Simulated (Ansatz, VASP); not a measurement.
## One calculation of Cu, two programs

```
Cu
1.0
     2.42532    0.00000    0.00000
    -1.21266    2.10039    0.00000
     0.00000    0.00000    2.34978
Cu
1
Direct
  0.00000 0.00000 0.00000
```

Change from the starting cell: volume scaled by 0.92, PAW files.

Alike in both runs: task single point; functional PBE; k mesh 17 × 17 × 16; occupations fermi-dirac, width 0.05 eV; no spin polarisation.

|  | VASP | Ansatz |
| --- | --- | --- |
| version | VASP 6.6.1 | Ansatz 0.2.0 |
| potentials or method | VASP PAW PBE potentials, release 64 (Cu) | PAW with Ansatz's default frozen-core files, scalar-relativistic |
| plane-wave cutoff (eV) | 520 | 420 |
| valence electrons in the cell | 11 | 19 |

|  | VASP | Ansatz | Ansatz less VASP |
| --- | --- | --- | --- |
| pressure (GPa) | 12.4 | 12.0 | -0.37 |
| traceless stress, the component that is largest in VASP (GPa) | -0.21 | 0.01 | +0.223 |

With one functional, cell and mesh, what is left measures potentials, basis and numerics. VASP's potentials hold 11 valence electrons a cell and Ansatz's 19, so a difference there can come from the potentials and not from the codes.
